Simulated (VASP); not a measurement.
# SbS (Pm-3m) in VASP: notebook

The runs below take SbS through single point, relaxation of cell and atoms, with PBE.

Program: VASP 6.6.1. These are calculated values, not measurements. Logs are shortened: lines on timing, memory, paths and dates and some standing lists are left out, and cuts for length are marked.

### Step 1. The cell of the first run

Symmetry: Pm-3m, No. 221, cubic system. The conventional cell has a = 3.484 Å, b = 3.484 Å, c = 3.484 Å, α = 90.00°, β = 90.00°, γ = 90.00°. Sb (site symmetry m-3m) has 8 S at 3.02 Å and 6 Sb at 3.48 Å within 4.0 Å. S (site symmetry m-3m) has 8 Sb at 3.02 Å and 6 S at 3.48 Å within 4.0 Å.

### Step 2. Single point, PBE

Contents of INCAR:

```
  PREC = Accurate
  ENCUT = 520
  EDIFF = 1E-7
  ISMEAR = 0
  SIGMA = 0.1
  LREAL = False
  LASPH = True
  NELM = 80
  ALGO = Normal
  ISIF = 2
  LWAVE = False
  LCHARG = True
  GGA = PE
  LELF = True
  LVHAR = True
  NBANDS = 12
```

Contents of KPOINTS:

```
regular mesh
0
Gamma
  6 6 6
```

Contents of POSCAR:

```
SbS
1.0
    3.4840710502      0.0000000000      0.0000000000
    0.0000000000      3.4840710502      0.0000000000
    0.0000000000      0.0000000000      3.4840710502
Sb S
1 1
Direct
    0.0000000000      0.0000000000      0.0000000000
    0.5000000000      0.5000000000      0.5000000000
```

Potentials or basis: VASP PAW PBE potentials, release 64 (Sb, S).

The run is started by

```console
$ cat potpaw_PBE.64/Sb/POTCAR potpaw_PBE.64/S/POTCAR > POTCAR
$ mpirun -np 1 vasp_std > vasp.out
```

OUTCAR:

```text
PREC = Accurate
   ENCUT = 520
   EDIFF = 1E-7
   ISMEAR = 0
   LREAL = False
   LASPH = True
   NELM = 80
   ISIF = 2
   GGA = PE

 ion  position               nearest neighbor table
   1  0.000  0.000  0.000-   2 3.02   2 3.02   2 3.02   2 3.02   2 3.02   2 3.02   2 3.02   2 3.02

   2  0.500  0.500  0.500-   1 3.02   1 3.02   1 3.02   1 3.02   1 3.02   1 3.02   1 3.02   1 3.02

  LATTYP: Found a simple cubic cell.
 ALAT       =     3.4840710502

  Lattice vectors:

 A1 = (   3.4840710502,   0.0000000000,   0.0000000000)
 A2 = (   0.0000000000,   3.4840710502,   0.0000000000)
 A3 = (   0.0000000000,   0.0000000000,   3.4840710502)

Analysis of symmetry for initial positions (statically):
=====================================================================
 Subroutine PRICEL returns:
 Original cell was already a primitive cell.

 Routine SETGRP: Setting up the symmetry group for a
 simple cubic supercell.

 Subroutine GETGRP returns: Found 48 space group operations
 (whereof 48 operations were pure point group operations)
 out of a pool of 48 trial point group operations.

The static configuration has the point symmetry O_h .

Analysis of symmetry for dynamics (positions and initial velocities):
=====================================================================
 Subroutine PRICEL returns:
 Original cell was already a primitive cell.

 Routine SETGRP: Setting up the symmetry group for a
 simple cubic supercell.

 Subroutine GETGRP returns: Found 48 space group operations
 (whereof 48 operations were pure point group operations)
 out of a pool of 48 trial point group operations.

The dynamic configuration has the point symmetry O_h .

 Subroutine INISYM returns: Found 48 space group operations
 (whereof 48 operations are pure point group operations),
 and found     1 'primitive' translations

----------------------------------------------------------------------------------------

                                     Primitive cell

  volume of cell :      42.2923

  direct lattice vectors                    reciprocal lattice vectors
     3.484071050  0.000000000  0.000000000     0.287020553  0.000000000  0.000000000
     0.000000000  3.484071050  0.000000000     0.000000000  0.287020553  0.000000000
     0.000000000  0.000000000  3.484071050     0.000000000  0.000000000  0.287020553

  length of vectors
     3.484071050  3.484071050  3.484071050     0.287020553  0.287020553  0.287020553

  position of ions in fractional coordinates (direct lattice)
     0.000000000  0.000000000  0.000000000
[... 83 lines left out ...]
   PSTRESS=    0.0 pullay stress
   NELECT =      11.0000    total number of electrons
   NUPDOWN=      -1.0000    fix difference up-down
   EMIN   =  10.00;   EMAX   =-10.00  energy-range for DOS
   EFERMI =   0.00;   METHOD = LEGACY
   ISMEAR =     0;   SIGMA  =   0.10  broadening in eV -4-tet -1-fermi 0-gaus
   EFERMI_NEDOS =   21; number of points for ismear=-14 and -15
   IALGO  =     38    algorithm
   IMIX   =      4    mixing-type and parameters
     AMIX     =   0.40;   BMIX     =  1.00
     AMIX_MAG =   1.60;   BMIX_MAG =  1.00
  volume/ion in A,a.u.               =      21.15       142.70
  Fermi-wavevector in a.u.,A,eV,Ry     =   1.045006  1.974775 14.858069  1.092037
  Thomas-Fermi vector in A             =   2.179783
   LORBIT       =      0    0 simple, 1 ext, 2 COOP (PROOUT), +10 PAW based schemes
   GGA     = PE    functional components
   LHFCALC =     F    Hartree Fock is set to
   AEXX    =    0.0000 exact exchange contribution
   IVDW    =     0    specifies the selected vdW correction
   LEPSILON=     F    determine dielectric tensor
   LRPA    =     F    only Hartree local field effects (RPA)
 non-spin polarized calculation
 Gauss-broadening in eV      SIGMA  =   0.10
  energy-cutoff  :      520.00
  volume of cell :       42.29
 maximum number of plane-waves:      1155
 NGX is ok and might be reduce to    28
   NGX = 13   NGY = 13   NGZ = 13

 number of electron      11.0000002 magnetization

 Free energy of the ion-electron system (eV)
  ---------------------------------------------------
  ext. energy  EPLUGINS =         0.00000000
  ---------------------------------------------------
  free energy    TOTEN  =        -7.87791203 eV

  energy without entropy =       -7.86460020  energy(sigma->0) =       -7.87125612

 E-fermi :   8.3114     XC(G=0): -10.5942

 val. band max:        8.2787693733   @ k =   0.3333   0.1667   0.0000
 cond. band min:       8.7645463803   @ k =   0.3333   0.3333   0.1667
 fundamental gap:      0.4857770070
 Fermi energy:         8.3113816454

 k-point     1 :       0.0000    0.0000    0.0000
  band No.  band energies     occupation
      1      -6.6566      2.00000
      2       0.7765      2.00000
      3       5.2971      2.00000
      4       5.2971      2.00000
      5       5.2971      2.00000
      6      11.8722      0.00000
      7      11.8722      0.00000
      8      13.0416      0.00000
      9      13.0416      0.00000
     10      13.0416      0.00000
     11      19.5853      0.00000
     12      19.5853      0.00000
[... 271 lines left out ...]
 k-point    20 :       0.5000    0.5000    0.5000
  band No.  band energies     occupation
      1      -3.5889      2.00000
      2       1.2228      2.00000
      3       4.3061      2.00000
      4       4.3061      2.00000
      5       4.3061      2.00000
      6       5.5286      2.00000
      7       5.5286      2.00000
      8       5.5286      2.00000
      9      20.9218      0.00000
     10      20.9218      0.00000
     11      20.9218      0.00000
     12      24.7108      0.00000

------------------------ aborting loop because EDIFF is reached ----------------------------------------

  FORCE on cell =-STRESS in cart. coord.  units (eV):
  Direction    XX          YY          ZZ          XY          YZ          ZX
  --------------------------------------------------------------------------------------
  -------------------------------------------------------------------------------------
  Total       -0.1249820     -0.1249820     -0.1249820      0.0000000      0.0000000     -0.0000000
  in kB       -4.7347512     -4.7347512     -4.7347512      0.0000000      0.0000000     -0.0000000
  external PRESSURE =      -4.7347512 kB  Pullay stress =       0.0000000 kB

 VOLUME and BASIS-vectors are now :
 -----------------------------------------------------------------------------
  energy-cutoff  :      520.00
  volume of cell :       42.29
      direct lattice vectors                 reciprocal lattice vectors
     3.484071050  0.000000000  0.000000000     0.287020553  0.000000000  0.000000000
     0.000000000  3.484071050  0.000000000     0.000000000  0.287020553  0.000000000
     0.000000000  0.000000000  3.484071050     0.000000000  0.000000000  0.287020553

 POSITION                                       TOTAL-FORCE (eV/Angst)
 -----------------------------------------------------------------------------------
      0.00000      0.00000      0.00000         0.000000      0.000000      0.000000
      1.74204      1.74204      1.74204         0.000000      0.000000      0.000000
 -----------------------------------------------------------------------------------
    total drift:                                0.000000      0.000000      0.000000

  FREE ENERGIE OF THE ION-ELECTRON SYSTEM (eV)
  ---------------------------------------------------
  free  energy   TOTEN  =        -7.8779120297 eV

  energy  without entropy=       -7.8646002035  energy(sigma->0) =       -7.87125612
```

Wall time 7.4 s (1 thread of Intel Xeon Platinum 8488C (Sapphire Rapids), shared host); peak memory 0.16 GiB.

What came out:

```yaml
Free_energy: -7.8779 eV
Pressure: -0.5 GPa
```

Caveat: spin-orbit coupling is left out, which moves the levels of the heavy elements.

### Step 3. Single point, PBE

This run uses another cell than the first one, of 25.93 Å³/atom, 1.226 times its volume.

Contents of INCAR:

```
SYSTEM = SbS
PREC     = Accurate       ! precision mode
ENCUT    = 520            ! plane-wave cutoff, eV
EDIFF    = 1E-6           ! SCF threshold, eV
ISMEAR   = 0              ! smearing method
SIGMA    = 0.1            ! smearing width, eV
LREAL    = .False.        ! projectors in reciprocal space
LASPH    = .True.         ! aspherical terms in the spheres
NELM     = 100            ! most SCF steps
ALGO     = Normal         ! electronic algorithm
ISIF     = 2              ! what is computed and relaxed
LWAVE    = .False.        ! write WAVECAR
LCHARG   = .True.         ! write CHGCAR
GGA      = PE             ! functional
LELF     = .True.         ! ELF
LVHAR    = .True.       
NBANDS   = 12             ! bands
```

Contents of KPOINTS:

```
Automatic mesh
0
Gamma
  6 6 6
  0 0 0
```

Contents of POSCAR:

```
SbS
1.0
    3.7293296600      0.0000000000      0.0000000000
    0.0000000000      3.7293296600      0.0000000000
    0.0000000000      0.0000000000      3.7293296600
Sb S
1 1
Direct
    0.0000000000      0.0000000000      0.0000000000
    0.5000000000      0.5000000000      0.5000000000
```

Potentials or basis: VASP PAW PBE potentials, release 64 (Sb, S).

The run is started by

```console
$ cat potpaw_PBE.64/Sb/POTCAR potpaw_PBE.64/S/POTCAR > POTCAR
$ mpirun -np 1 vasp_std > vasp.out
```

It took 6.9 s on 1 thread of Intel Xeon Platinum 8488C (Sapphire Rapids), shared host; peak memory 0.16 GiB.

Results (log left out):

```yaml
Free_energy: -7.5116 eV
Pressure: -10.0 GPa
```

Levels at points of the mesh, in eV from the Fermi level:
| k point | band 3 | band 4 | band 5 | band 6 | band 7 | band 8 |
| --- | --- | --- | --- | --- | --- | --- |
| (0.00, 0.00, 0.00) | -2.47 | -2.47 | -2.47 | 3.35 | 3.35 | 3.35 |
| (0.50, 0.00, 0.00) | -1.59 | -1.33 | -1.33 | -1.32 | 1.30 | 1.30 |
| (0.50, 0.50, 0.00) | -5.13 | -5.13 | -1.00 | 2.07 | 2.07 | 2.36 |
| (0.50, 0.50, 0.50) | -3.14 | -3.14 | -3.14 | -2.14 | -2.14 | -2.14 |

Caveat: spin-orbit coupling is left out, which moves the levels of the heavy elements.

### Step 4. Relaxation of cell and atoms, PBE

This run uses another cell than the first one, of 25.93 Å³/atom, 1.226 times its volume.

Contents of INCAR:

```
ALGO = Normal
EDIFF = 1E-7
EDIFFG = -0.04
ENCUT = 600
GGA = PE
IBRION = 2
ISIF = 3
ISMEAR = 0
LASPH = True
LCHARG = False
LREAL = False
LWAVE = False
NELM = 60
NSW = 90
PREC = Accurate
SIGMA = 0.1
```

Contents of KPOINTS:

```
k-points
0
Gamma
  6 6 6
```

POSCAR is that of step 3.

Potentials or basis: VASP PAW PBE potentials, release 64 (Sb, S).

The run is started by

```console
$ cat potpaw_PBE.64/Sb/POTCAR potpaw_PBE.64/S/POTCAR > POTCAR
$ mpirun -np 1 vasp_std > vasp.out
```

OUTCAR:

```text
EDIFF = 1E-7
   EDIFFG = -0.04
   ENCUT = 600
   GGA = PE
   IBRION = 2
   ISIF = 3
   ISMEAR = 0
   LASPH = True
   LREAL = False
   NELM = 60
   NSW = 90
   PREC = Accurate

 ion  position               nearest neighbor table
   1  0.000  0.000  0.000-   2 3.23   2 3.23   2 3.23   2 3.23   2 3.23   2 3.23   2 3.23   2 3.23

   2  0.500  0.500  0.500-   1 3.23   1 3.23   1 3.23   1 3.23   1 3.23   1 3.23   1 3.23   1 3.23

  LATTYP: Found a simple cubic cell.
 ALAT       =     3.7293296600

  Lattice vectors:

 A1 = (   3.7293296600,   0.0000000000,   0.0000000000)
 A2 = (   0.0000000000,   3.7293296600,   0.0000000000)
 A3 = (   0.0000000000,   0.0000000000,   3.7293296600)

Analysis of symmetry for initial positions (statically):
=====================================================================
 Subroutine PRICEL returns:
 Original cell was already a primitive cell.

 Routine SETGRP: Setting up the symmetry group for a
 simple cubic supercell.

 Subroutine GETGRP returns: Found 48 space group operations
 (whereof 48 operations were pure point group operations)
 out of a pool of 48 trial point group operations.

The static configuration has the point symmetry O_h .

Analysis of symmetry for dynamics (positions and initial velocities):
=====================================================================
 Subroutine PRICEL returns:
 Original cell was already a primitive cell.

[... 143 lines left out ...]

 number of electron      11.0000002 magnetization

 Free energy of the ion-electron system (eV)
  ---------------------------------------------------
  ext. energy  EPLUGINS =         0.00000000
  ---------------------------------------------------
  free energy    TOTEN  =        -7.51167973 eV

  energy without entropy =       -7.50020482  energy(sigma->0) =       -7.50594228

 E-fermi :   5.8448     XC(G=0):  -9.6860

 val. band max:        5.8437601887   @ k =   0.5000   0.3333   0.3333
 cond. band min:       5.9879476240   @ k =   0.3333   0.0000   0.0000
 fundamental gap:      0.1441874353
 Fermi energy:         5.8448190155

 k-point     1 :       0.0000    0.0000    0.0000
  band No.  band energies     occupation
      1      -7.6969      2.00000
      2      -2.3241      2.00000
      3       3.3741      2.00000
      4       3.3741      2.00000
      5       3.3741      2.00000
      6       9.1975      0.00000
      7       9.1975      0.00000
      8       9.1975      0.00000
      9       9.9287      0.00000
[... 297 lines left out ...]
--------------------------------------- Ionic step        3  -------------------------------------------

 number of electron      11.0000001 magnetization

 Free energy of the ion-electron system (eV)
  ---------------------------------------------------
  ext. energy  EPLUGINS =         0.00000000
  ---------------------------------------------------
  free energy    TOTEN  =        -7.87865894 eV

  energy without entropy =       -7.86564448  energy(sigma->0) =       -7.87215171

 E-fermi :   8.4059     XC(G=0): -10.6259

 val. band max:        8.3794233666   @ k =   0.3333   0.1667   0.0000
 cond. band min:       8.8610826059   @ k =   0.3333   0.3333   0.1667
 fundamental gap:      0.4816592393
 Fermi energy:         8.4059093247

 k-point     1 :       0.0000    0.0000    0.0000
  band No.  band energies     occupation
      1      -6.6202      2.00000
      2       0.8944      2.00000
      3       5.3687      2.00000
      4       5.3687      2.00000
      5       5.3687      2.00000
      6      11.9442      0.00000
      7      11.9442      0.00000
      8      13.1862      0.00000
      9      13.1862      0.00000
[... 255 lines left out ...]
  FREE ENERGIE OF THE ION-ELECTRON SYSTEM (eV)
  ---------------------------------------------------
  free  energy   TOTEN  =        -7.8786589396 eV

  energy  without entropy=       -7.8656444816  energy(sigma->0) =       -7.87215171

 reached required accuracy - stopping structural energy minimisation
```

OSZICAR:

```text
N       E                     dE             d eps       ncg     rms          rms(c)
DAV:   1     0.452269158581E+02    0.45227E+02   -0.44252E+03   360   0.103E+03
DAV:   2    -0.536060175803E+01   -0.50588E+02   -0.49649E+02   566   0.158E+02
DAV:   3    -0.799345616043E+01   -0.26329E+01   -0.25764E+01   434   0.410E+01
[... 29 lines left out ...]
DAV:   5    -0.787866518286E+01    0.23597E-04   -0.82008E-05   388   0.676E-02    0.540E-02
DAV:   6    -0.787865800806E+01    0.71748E-05   -0.10068E-05   386   0.226E-02    0.950E-03
DAV:   7    -0.787865876202E+01   -0.75395E-06   -0.32045E-07   329   0.502E-03    0.265E-03
DAV:   8    -0.787865893186E+01   -0.16985E-06   -0.11981E-08   180   0.997E-04    0.354E-04
DAV:   9    -0.787865893963E+01   -0.77634E-08   -0.13266E-09   180   0.339E-04
   3 F= -.78786589E+01 E0= -.78721517E+01  d E =-.366979E+00
```

CONTCAR:

```text
SbS
   1.00000000000000
     3.4760187472567918   -0.0000000000000000    0.0000000000000000
    -0.0000000000000000    3.4760187472567918   -0.0000000000000000
    -0.0000000000000000   -0.0000000000000000    3.4760187472567918
  Sb              S
     1     1
Direct
     0.0000000000000000    0.0000000000000000    0.0000000000000000
     0.5000000000000000    0.5000000000000000    0.5000000000000000

  0.00000000E+00  0.00000000E+00  0.00000000E+00
  0.00000000E+00  0.00000000E+00  0.00000000E+00
```

Wall time 19 s (1 thread of Intel Xeon Platinum 8488C (Sapphire Rapids), shared host); peak memory 0.18 GiB.

Results:

```yaml
Free_energy: -7.8787 eV
Relaxed_volume: 21.00 Å³/atom
Relaxed_cell: a = 3.476 Å, b = 3.476 Å, c = 3.476 Å, α = 90.00°, β = 90.00°, γ = 90.00°
Space_group_after_relaxing_to_0.05_Å: Pm-3m (No. 221)
Energy_gained_by_relaxing: 183.5 meV/atom
Ionic_steps: 3
Pressure_after_relaxing: 0.0 GPa
```

The path:
```
step  energy change (eV)  largest force (eV/Å)  pressure (GPa)  volume (Å³)
   1              0.0000                0.0000           -9.99        51.87
   2             -0.3561                0.0000            2.62        40.65
   3             -0.3670                0.0000            0.05        42.00
```

Final structure:
```
Sb S
1.0
     3.47602    0.00000    0.00000
     0.00000    3.47602    0.00000
     0.00000    0.00000    3.47602
Sb S
1 1
Cartesian
  0.0000 0.0000 0.0000
  1.7380 1.7380 1.7380
```

Levels at points of the mesh, in eV from the Fermi level:
| k point | band 2 | band 3 | band 4 | band 5 | band 6 | band 7 | band 8 | band 9 |
| --- | --- | --- | --- | --- | --- | --- | --- | --- |
| (0.00, 0.00, 0.00) | -7.51 | -3.04 | -3.04 | -3.04 | 3.54 | 3.54 | 4.78 | 4.78 |
| (0.50, 0.00, 0.00) | -10.83 | -1.57 | -1.57 | -1.41 | -0.82 | 1.67 | 1.67 | 5.87 |
| (0.50, 0.50, 0.00) | -8.71 | -6.46 | -6.46 | -1.12 | 2.86 | 2.86 | 3.39 | 6.01 |
| (0.50, 0.50, 0.50) | -7.07 | -4.04 | -4.04 | -4.04 | -2.81 | -2.81 | -2.81 | 12.67 |

Caveat: the volume moved by over 15 % at a fixed basis, so the end points are rough; spin-orbit coupling is left out, which moves the levels of the heavy elements.

### Step 5. Single point, PBE

Contents of INCAR:

```
  ALGO = Normal
  EDIFF = 1E-6
  ENCUT = 520
  GGA = PE
  ISIF = 2
  ISMEAR = 0
  LASPH = True
  LCHARG = False
  LREAL = False
  LWAVE = False
  NBANDS = 12
  NELM = 60
  PREC = Accurate
  SIGMA = 0.1
```

Contents of KPOINTS:

```
k-points
0
Gamma
  16 16 16
```

Contents of POSCAR:

```
SbS
1.0
    3.4855285284      0.0000000000      0.0000000000
    0.0000000000      3.4855285284      0.0000000000
    0.0000000000      0.0000000000      3.4855285284
Sb S
1 1
Direct
    0.0000000000      0.0000000000      0.0000000000
    0.5000000000      0.5000000000      0.5000000000
```

The run is started by

```console
$ cat potpaw_PBE.64/Sb/POTCAR potpaw_PBE.64/S/POTCAR > POTCAR
$ mpirun -np 1 vasp_std > vasp.out
```

It took 38 s on 1 thread of Intel Xeon Platinum 8488C (Sapphire Rapids), shared host; peak memory 0.22 GiB.

The run converged. Its results:

```
Free energy : -7.8894 eV
Pressure    : -0.3 GPa
```

Levels at points of the mesh, in eV from the Fermi level:
| k point | band 3 | band 4 | band 5 | band 6 | band 7 | band 8 |
| --- | --- | --- | --- | --- | --- | --- |
| (0.00, 0.00, 0.00) | -3.26 | -3.26 | -3.26 | 3.31 | 3.31 | 4.46 |
| (0.50, 0.00, 0.00) | -1.79 | -1.79 | -1.68 | -1.09 | 1.40 | 1.40 |
| (0.50, 0.50, 0.00) | -6.65 | -6.65 | -1.35 | 2.58 | 2.58 | 3.08 |
| (0.50, 0.50, 0.50) | -4.24 | -4.24 | -4.24 | -3.04 | -3.04 | -3.04 |

Caveat: spin-orbit coupling is left out, which moves the levels of the heavy elements.

### Step 6. Overview

```tsv
task	cell	k mesh	cutoff (eV)	gap on the mesh (eV)	pressure (GPa)
single point	a = 3.484 Å, 2 atoms	6 × 6 × 6	520	none	-0.5
single point	a = 3.729 Å, 2 atoms	6 × 6 × 6	520	none	-10.0
relaxation of cell and atoms	relaxed from a = 3.729 Å, 2 atoms	6 × 6 × 6	600	none	0.0
single point	a = 3.486 Å, 2 atoms	16 × 16 × 16	520	none	-0.3
```

Alike in all rows: level PBE; potentials or basis VASP PAW PBE potentials, release 64 (Sb, S); no spin polarisation; smearing gaussian 0.1 eV.

Caveats: spin-orbit coupling is left out, which moves the levels of the heavy elements; the volume moved by over 15 % at a fixed basis, so the end points are rough (some runs).

Total energies depend on the potentials used, so only differences within one code and one set of settings carry meaning.
